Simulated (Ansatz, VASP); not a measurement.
Bi2Te3 in VASP and in Ansatz

The input INCAR:

```
PREC = Accurate
ENCUT = 520
EDIFF = 1E-6
ISMEAR = -1
SIGMA = 0.05
LREAL = F
LASPH = T
NELM = 100
ALGO = Normal
ISIF = 2
LWAVE = F
LCHARG = F
GGA = B5
ALDAX = 1.0
AGGAX = 1.0
AGGAC = 1.0
ALDAC = 0.0
NBANDS = 32
```

The input KPOINTS:

```
Automatic mesh
0
Gamma
  7 7 7
```

POSCAR

```
Bi2Te3
1.0
    2.1930000000      1.2661291403     10.1656666667
   -2.1930000000      1.2661291403     10.1656666667
    0.0000000000     -2.5322582807     10.1656666667
Bi Te
2 3
Direct
    0.6000000000      0.6000000000      0.6000000000
    0.4000000000      0.4000000000      0.4000000000
    0.7905000000      0.7905000000      0.7905000000
    0.2095000000      0.2095000000      0.2095000000
    0.0000000000      0.0000000000      0.0000000000
```

input.yaml

```yaml
crystal:
  lattice:
    - [2.193, 1.2661291403, 10.1656666667]
    - [-2.193, 1.2661291403, 10.1656666667]
    - [0.0, -2.5322582807, 10.1656666667]
  atoms:
    - { symbol: Bi, position: [0.6, 0.6, 0.6] }
    - { symbol: Bi, position: [0.4, 0.4, 0.4] }
    - { symbol: Te, position: [0.7905, 0.7905, 0.7905] }
    - { symbol: Te, position: [0.2095, 0.2095, 0.2095] }
    - { symbol: Te, position: [0.0, 0.0, 0.0] }
hamiltonian:
  xc: blyp
  pseudopotentials: { kind: paw }
kpoints:
  mp_grid: { grid: [7, 7, 7] }
  band_path:
    path:
      - [[0.0, 0.0, 0.0], [0.5, 0.0, 0.0], [0.5, 0.1770083925, -0.1770083925]]
      - [[0.8229916075, 0.5, 0.1770083925], [0.5, 0.5, 0.5], [0.0, 0.0, 0.0], [0.3385041962, 0.0, -0.3385041962]]
      - [[0.6614958038, 0.3385041962, 0.0], [0.5, 0.5, 0.0], [0.6614958038, 0.6614958038, 0.1770083925], [0.5, 0.5, 0.5]]
      - [[0.5, 0.0, 0.0], [0.8229916075, 0.3385041962, 0.3385041962]]
    npoints: 14
scf:
  occupations: { method: fermi_dirac, width: 0.05 }
  n_extra_bands: 12
output:
  forces: true
  stress: true
  eigenvalues: true
  fatbands: false
```

Alike in both runs: functional BLYP; k mesh 7 × 7 × 7; occupations fermi-dirac, width 0.05 eV; no spin polarisation.

```csv
,VASP,Ansatz
version,VASP 6.6.1,Ansatz 0.2.0
potentials or method,"VASP PAW PBE potentials, release 64 (Bi_d, Te)",Ansatz PAW
plane-wave cutoff (eV),520,420
valence electrons in the cell,48,78
task,single point,band structure
```

|  | VASP | Ansatz | Ansatz less VASP |
| --- | --- | --- | --- |
| gap on the k mesh at the Fermi level (eV) | 0.31 | 0.33 | +0.013 |
| least direct gap on the mesh (eV) | 0.31 | 0.33 | +0.013 |
| pressure (GPa) | 5.6 | 5.4 | -0.21 |
| traceless stress, the component that is largest in VASP (GPa) | -0.23 | -0.25 | -0.013 |
| rms of the force components (eV/Å) | 0.030 | 0.025 | -0.0054 |

VASP's potentials were made for PBE, not for BLYP. Atom by atom the forces differ by 0.017 eV/Å (rms over components). VASP's potentials hold 48 valence electrons a cell and Ansatz's 78, so a difference there can come from the potentials and not from the codes.

Spin-orbit coupling is off throughout.
